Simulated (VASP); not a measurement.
Input of a VASP 6.6.1 run:

File INCAR:

```
SYSTEM = RbN
ALGO = Normal
EDIFF = 1E-7
EDIFFG = -0.04
ENCUT = 600
GGA = PE
IBRION = 2
ISIF = 3
ISMEAR = 0
ISPIN = 2
LASPH = .TRUE.
LCHARG = .FALSE.
LORBIT = 11
LREAL = .FALSE.
LWAVE = .FALSE.
MAGMOM = 0 1
NELM = 150
NSW = 90
PREC = Accurate
SIGMA = 0.1
```

Contents of KPOINTS:

```
k-points
0
G
  6 6 6
  0 0 0
```

POSCAR

```
RbN
1.0
    0.0000000000      3.1242492800      3.5463577300
    2.8284839600      0.0000000000      3.5463577300
    2.8284839600      3.1242492800      0.0000000000
Rb N
1 1
Direct
    0.5000000000      0.5000000000      0.5000000000
    0.0000000000      0.0000000000      0.0000000000
```

Potentials or basis: VASP PAW PBE potentials, release 64 (Rb_sv, N).

Run with:

```console
$ cat potpaw_PBE.64/Rb_sv/POTCAR potpaw_PBE.64/N/POTCAR > POTCAR
$ mpirun -np 1 vasp_std > vasp.out
```

Problem. Predict the site moments.

Solution. Rb +0.03; N +1.26 μB.

Problem. What does it give for the space group after relaxing (to 0.1 Å)?

Solution. I4/mmm (No. 139).

Problem. What does it give for the net moment?

Solution. 2.00 μB per cell.

The path:
| step | energy change (eV) | largest force (eV/Å) | pressure (GPa) | volume (Å³) |
| --- | --- | --- | --- | --- |
| 1 | 0.0000 | 0.0000 | 0.11 | 62.68 |
| 2 | -0.0281 | 0.0000 | -0.34 | 62.85 |
| 3 | -0.0828 | 0.0000 | -1.22 | 63.09 |
| 4 | -0.0858 | 0.0000 | -1.24 | 63.09 |
| 5 | -0.1054 | 0.0000 | -0.56 | 59.50 |
| 6 | -0.1066 | 0.0000 | -0.34 | 58.54 |
| 7 | -0.1066 | 0.0000 | -0.31 | 58.40 |
| 8 | -0.1100 | 0.0000 | -0.16 | 57.78 |
| 9 | -0.1113 | 0.0000 | 0.04 | 57.01 |
